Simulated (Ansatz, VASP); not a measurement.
**One calculation of BaTiO3, two programs**

The input INCAR:

```
PREC = Accurate
ENCUT = 1340
EDIFF = 1E-6
ISMEAR = 0
SIGMA = 0.05
LREAL = F
LASPH = T
NELM = 120
ALGO = Normal
ISIF = 2
LWAVE = F
LCHARG = F
GGA = PE
NBANDS = 28
GGA_COMPAT = F
```

File KPOINTS:

```
Automatic mesh
0
Gamma
  8 8 8
```

The input POSCAR:

```
BaTiO3
1.0
    3.8935476923      0.0000000000      0.0000000000
    0.0000000000      3.8935476923      0.0000000000
    0.0000000000      0.0000000000      4.2829551653
Ba Ti O
1 1 3
Direct
    0.0000000000      0.0000000000      0.0000000000
    0.5000000000      0.5000000000      0.5000000000
    0.5000000000      0.5000000000      0.0000000000
    0.5000000000      0.0000000000      0.5000000000
    0.0000000000      0.5000000000      0.5000000000
```

Input for Ansatz:

```yaml
crystal:
  lattice:
    - [3.8935476923, 0.0, 0.0]
    - [0.0, 3.8935476923, 0.0]
    - [0.0, 0.0, 4.2829551653]
  atoms:
    - { symbol: Ba, position: [0.0, 0.0, 0.0] }
    - { symbol: Ti, position: [0.5, 0.5, 0.5] }
    - { symbol: O, position: [0.5, 0.5, 0.0] }
    - { symbol: O, position: [0.5, 0.0, 0.5] }
    - { symbol: O, position: [0.0, 0.5, 0.5] }
basis:
  ecutwfc: 420
kpoints:
  mp_grid: { grid: [8, 8, 8] }
hamiltonian:
  xc: pbe
scf:
  occupations: { method: gaussian, width: 0.05 }
output:
  forces: true
  stress: true
  eigenvalues: true
```

Alike in both runs: task single point; functional PBE; k mesh 8 × 8 × 8; occupations gaussian, width 0.05 eV; no spin polarisation.

|  | VASP | Ansatz |
| --- | --- | --- |
| version | VASP 6.6.1 | Ansatz 0.2.0 |
| potentials or method | VASP PAW PBE potentials, release 64 (Ba_sv, Ti_sv, O_h), cutoff 1340 eV | scalar-relativistic, plane waves, PAW |
| valence electrons in the cell | 40 | 40 |

VASP gave:

* gap on the k mesh at the Fermi level (eV): 1.55
* least direct gap on the mesh (eV): 1.79
* pressure (GPa): 3.6
* traceless stress, the component that is largest in VASP (GPa): -10.87

Problem. Which values does Ansatz return?

Solution. gap on the k mesh at the Fermi level (eV): 1.60; least direct gap on the mesh (eV): 1.82; pressure (GPa): 2.1; traceless stress, the component that is largest in VASP (GPa): -10.40.

The functional is the same, so the differences come from potentials, cutoffs and numerics.

Neither program's run includes spin-orbit coupling.
